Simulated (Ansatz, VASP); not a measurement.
## Al32P: VASP beside Ansatz

```
CELL_PARAMETERS angstrom
8.10000 0.00000 0.00000
0.00000 8.10000 0.00000
0.00000 0.00000 8.10000
ATOMIC_POSITIONS crystal
Al 0.50010 0.01179 0.99953
Al 0.75338 0.24981 0.00011
Al 0.75247 0.00252 0.24743
Al 0.99974 0.00345 0.00012
Al 0.24628 0.24972 0.00017
Al 0.50003 0.48725 0.99959
Al 0.76163 0.75009 0.99952
Al 0.24727 0.00240 0.24753
Al 0.50009 0.25071 0.23797
Al 0.75236 0.49731 0.24751
Al 0.49833 0.04988 0.50082
Al 0.76168 0.25073 0.49994
Al 0.75240 0.00246 0.75265
Al 0.99965 0.49631 0.00017
Al 0.23711 0.75003 0.99959
Al 0.99972 0.24979 0.24648
Al 0.24725 0.49731 0.24761
Al 0.49829 0.74868 0.20151
Al 0.00092 0.01191 0.49994
Al 0.23706 0.25063 0.49998
Al 0.49813 0.45748 0.50093
Al 0.80103 0.74875 0.50080
Al 0.24726 0.00234 0.75263
Al 0.50004 0.25065 0.76264
Al 0.75229 0.49731 0.75264
Al 0.00090 0.75008 0.23790
Al 0.00080 0.48714 0.49998
Al 0.20843 0.74854 0.50094
Al 0.99966 0.24975 0.75367
Al 0.24722 0.49729 0.75264
Al 0.49816 0.74857 0.79375
Al 0.00082 0.75004 0.76270
P 0.50772 0.75599 0.49614
```

Alike in both runs: functional PBE; dispersion D3(BJ); k mesh 3 × 3 × 3; occupations gaussian, width 0.15 eV; no spin polarisation.

Ansatz relaxed the structure, and its values are those at the end. VASP's run is a single point on that final structure, the one shown.

|  | VASP | Ansatz |
| --- | --- | --- |
| version | VASP 6.6.1 | Ansatz 0.2.0 |
| potentials or method | VASP PAW PBE potentials, release 64 (Al, P), cutoff 520 eV | scalar-relativistic, plane waves, PAW |
| valence electrons in the cell | 101 | 101 |

|  | VASP | Ansatz | Ansatz less VASP |
| --- | --- | --- | --- |
| rms of the force components (eV/Å) | 0.003 | 0.002 | -0.0012 |
